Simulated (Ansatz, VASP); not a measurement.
**RbBr: VASP beside Ansatz**

```
CELL_PARAMETERS angstrom
0.00000 3.86950 3.86950
3.96159 0.00000 3.86950
3.96159 3.86950 0.00000
ATOMIC_POSITIONS crystal
Rb 0.00000 0.00000 0.00000
Br 0.25000 0.25000 0.25000
```

Change from the starting cell: uniaxial_x strain +2.4%.

Alike in both runs: task single point; functional HSE06; k mesh 4 × 4 × 4; no spin polarisation.

|  | VASP | Ansatz |
| --- | --- | --- |
| version | VASP 6.6.1 | Ansatz 0.2.0 |
| potentials or method | VASP PAW PBE potentials, release 64 (Rb_sv, Br) | plane waves, PAW |
| plane-wave cutoff (eV) | 520 | 420 |
| occupations | gaussian, width 0.01 eV | fixed |
| valence electrons in the cell | 16 | 16 |

|  | VASP | Ansatz | Ansatz less VASP |
| --- | --- | --- | --- |
| gap on the k mesh at the Fermi level (eV) | 5.13 | 5.13 | -0.003 |
| pressure (GPa) | -0.1 | -0.1 | -0.01 |

Ansatz's warnings: stress exchange threshold loose, stress scf threshold loose.
